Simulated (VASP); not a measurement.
Input of a VASP 6.6.1 run:

File INCAR:

```
ALGO = Normal ; EDIFF = 1E-6
ENCUT = 520 ; GGA = PE
ISIF = 2 ; ISMEAR = -1
ISPIN = 2 ; LASPH = True
LCHARG = True ; LELF = True
LMAXMIX = 4 ; LORBIT = 11
LREAL = False ; LVHAR = True
LWAVE = False ; MAGMOM = 3 0
NBANDS = 20 ; NELM = 150
PREC = Accurate ; SIGMA = 0.03
```

File KPOINTS:

```
k-points
0
Gamma
  12 12 7
```

Contents of POSCAR:

```
FeCu
1.0
    1.4382720000     -1.9879340000      0.0000000000
    1.4382720000      1.9879340000      0.0000000000
    0.0000000000      0.0000000000      4.1381350000
Fe Cu
1 1
Direct
    0.0000000000      0.0000000000      0.0000000000
    0.5000000000      0.5000000000      0.5000000000
```

Potentials or basis: VASP PAW PBE potentials, release 64 (Fe, Cu).

The run is started by

```sh
$ cat potpaw_PBE.64/Fe/POTCAR potpaw_PBE.64/Cu/POTCAR > POTCAR
$ mpirun -np 1 vasp_std > vasp.out
```

Problem. Estimate the net moment.

Solution. 2.61 μB per cell.

Problem. Predict the site moments.

Solution. Fe +2.56; Cu +0.07 μB.

Problem. What does it give for the pressure?

Solution. 1.8 GPa.

Stress tensor (GPa, compression positive):
```
1.94 0.00 0.00
0.00 1.57 0.00
0.00 0.00 1.90
```
